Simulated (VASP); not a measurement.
Here is a VASP 6.6.1 calculation.

File INCAR:

```
SYSTEM = SrCa
  ALGO = Normal
  DIPOL = 0.5 0.5 0.500
  EDIFF = 1E-7
  ENCUT = 520
  GGA = PS
  IDIPOL = 3
  ISIF = 2
  ISMEAR = -1
  LASPH = .TRUE.
  LCHARG = .FALSE.
  LDIPOL = .TRUE.
  LREAL = .FALSE.
  LWAVE = .FALSE.
  NBANDS = 17
  NELM = 100
  PREC = Accurate
  SIGMA = 0.05
```

The input KPOINTS:

```
k-points
0
G
  5 5 1
  0 0 0
```

POSCAR

```
SrCa
1.0
    4.1283380000      0.0000000000      0.0000000000
   -2.0641690000      3.5752455834      0.0000000000
    0.0000000000      0.0000000000     19.3943725000
Sr Ca
1 1
Direct
    0.6666670000      0.3333330000      0.5875092118
    0.0000000000      0.0000000000      0.4124907882
```

Potentials or basis: VASP PAW PBE potentials, release 64 (Sr_sv, Ca_sv).

Run with:

```bash
$ cat potpaw_PBE.64/Sr_sv/POTCAR potpaw_PBE.64/Ca_sv/POTCAR > POTCAR
$ mpirun -np 1 vasp_std > vasp.out
```

Task: Estimate the largest force.

Result: 0.324 eV/Å.

Forces on the atoms (eV/Å):
```
Sr   0.000  0.000 -0.324
Ca   0.000  0.000  0.324
```

Caveat: the PAW data sets were made with another functional, which shifts forces and pressure a little.
